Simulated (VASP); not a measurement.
Tl:

```
Tl
1.0
     2.15891   -2.26673    0.00000
     2.15891    2.26673    0.00000
     0.00000    0.00000    2.81036
Tl
1
Cartesian
  2.1589 0.0000 0.0000
```

| Item | Value |
| --- | --- |
| Program | VASP 6.6.1 |
| Task | relaxation of cell and atoms |
| Functional | PBE |
| Potentials or basis | VASP PAW PBE potentials, release 64 (Tl_d) |
| Cutoff | 600 eV |
| k mesh | 6 × 6 × 6 |
| Occupations | gaussian, width 0.1 eV |
| Spin | no spin polarisation |

At the start: pressure 10.4 GPa; volume 27.51 Å³/atom.

Where does the relaxation end?

Over 23 steps the energy falls by 239.0 meV/atom and the volume is 33.52 Å³/atom (+21.9 %); space group Cmmm (No. 65, to 0.05 Å).

The path:
| step | energy change (eV) | largest force (eV/Å) | pressure (GPa) | volume (Å³) |
| --- | --- | --- | --- | --- |
| 1 | 0.0000 | 0.0000 | 10.37 | 27.51 |
| 2 | -0.1867 | 0.0000 | -0.40 | 35.16 |
| 3 | -0.1882 | 0.0000 | 0.31 | 34.06 |
| 4 | -0.1883 | 0.0000 | 0.12 | 34.30 |
| 5 | -0.1920 | 0.0000 | -0.06 | 34.52 |
| 6 | -0.1998 | 0.0000 | -0.30 | 35.15 |
| 7 | -0.1979 | 0.0000 | -0.35 | 36.28 |
| 8 | -0.2031 | 0.0000 | -0.37 | 35.53 |
| 9 | -0.2035 | 0.0000 | -0.39 | 35.88 |
| 10 | -0.2037 | 0.0000 | -0.39 | 35.73 |
| 11 | -0.2085 | 0.0000 | -0.19 | 35.27 |
| 12 | -0.2117 | 0.0000 | 0.03 | 34.79 |
| 13 | -0.2226 | 0.0000 | 0.47 | 33.79 |
| 14 | -0.2252 | 0.0000 | 2.01 | 31.58 |
| 15 | -0.2296 | 0.0000 | 1.03 | 32.79 |
| 16 | -0.2303 | 0.0000 | 1.49 | 32.19 |
| 17 | -0.2307 | 0.0000 | 1.30 | 32.41 |
| 18 | -0.2322 | 0.0000 | 1.26 | 32.39 |
| 19 | -0.2335 | 0.0000 | 1.18 | 32.32 |
| 20 | -0.2348 | 0.0000 | 0.98 | 32.48 |
| 21 | -0.2374 | 0.0000 | 0.59 | 32.89 |
| 22 | -0.2389 | 0.0000 | -0.14 | 33.73 |
| 23 | -0.2390 | 0.0000 | 0.06 | 33.52 |

Final structure:
```
CELL_PARAMETERS angstrom
1.89790 -2.89548 0.00000
1.89790 2.89548 0.00000
0.00000 0.00000 3.05002
ATOMIC_POSITIONS crystal
Tl 0.50000 0.50000 0.00000
```

Caveat: the k points lie up to 0.34 Å⁻¹ apart in the final cell; the volume moved by over 15 % at a fixed basis, so the end points are rough.
